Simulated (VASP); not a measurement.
A run of VASP 6.6.1 is set up as follows.

File INCAR:

```
SYSTEM = BN
ALGO = Normal
EDIFF = 1E-6
ENCUT = 520
GGA = PE
ISIF = 2
ISMEAR = 0
LASPH = .TRUE.
LCHARG = .TRUE.
LELF = .TRUE.
LREAL = .FALSE.
LVHAR = .TRUE.
LWAVE = .FALSE.
NBANDS = 36
NELM = 80
PREC = Accurate
SIGMA = 0.05
```

The input KPOINTS:

```
k-points
0
G
  10 10 2
  0 0 0
```

The input POSCAR:

```
BN
1.0
    1.8130010000     -1.8130010000      0.0000000000
    1.8130010000      0.0000000000     -1.8130010000
    8.7629590334      6.4965264833      6.4965264833
B N
6 6
Direct
    0.6406368067      0.6406368067      0.0624666667
   -0.3732798600     -0.3732798600      0.8958000000
    0.2378534733      0.2378534733      0.2291333333
    0.4322868067      0.4322868067      0.5624666667
   -0.1649298600     -0.1649298600      0.3958000000
    0.0295034733      0.0295034733      0.7291333333
    0.4843743067      0.4843743067      0.4374666667
    0.8871576400      0.8871576400      0.2708000000
    0.0815909733      0.0815909733      0.6041333333
    0.2760243067      0.2760243067      0.9374666667
   -0.3211923600     -0.3211923600      0.7708000000
    0.2899409733      0.2899409733      0.1041333333
```

Potentials or basis: VASP PAW PBE potentials, release 64 (B, N).

Command:

```bash
$ cat potpaw_PBE.64/B/POTCAR potpaw_PBE.64/N/POTCAR > POTCAR
$ mpirun -np 1 vasp_std > vasp.out
```

(1) Estimate the band gap on the k mesh.

(2) Estimate the pressure.

(3) What does it give for the largest force?

Results:

(1) 2.15 eV (least direct gap 3.05 eV).

(2) 3.1 GPa.

(3) 3.846 eV/Å.

Caveat: the cell stands under pressure; forces of over 1 eV/Å act on the atoms, so gaps and moduli don't describe the material at rest.
